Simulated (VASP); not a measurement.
A run of VASP 6.6.1 is set up as follows.

INCAR

```
  PREC = Accurate
  ENCUT = 520
  EDIFF = 1E-7
  ISMEAR = 0
  SIGMA = 0.025
  LREAL = False
  LASPH = True
  NELM = 100
  ALGO = Normal
  ISIF = 2
  LWAVE = False
  LCHARG = False
  GGA = PE
  NBANDS = 11
```

File KPOINTS:

```
regular mesh
0
Gamma
  10 10 8
```

Contents of POSCAR:

```
MgB2
1.0
    3.0850000000      0.0000000000      0.0000000000
   -1.5425000000      2.6716883707      0.0000000000
    0.0000000000      0.0000000000      3.5230000000
Mg B
1 2
Direct
    0.0000000000      0.0000000000      0.0000000000
    0.6666666667      0.3333333333      0.5000000000
    0.3333333333      0.6666666667      0.5000000000
```

Potentials or basis: VASP PAW PBE potentials, release 64 (Mg, B).

Launch:

```sh
$ cat potpaw_PBE.64/Mg/POTCAR potpaw_PBE.64/B/POTCAR > POTCAR
$ mpirun -np 1 vasp_std > vasp.out
```

(1) Predict the pressure.

(2) Predict the band gap on the k mesh.

Results:

(1) -1.1 GPa.

(2) zero (band 4 reaches 6.39 eV, above the bottom of band 5 at 3.94 eV).
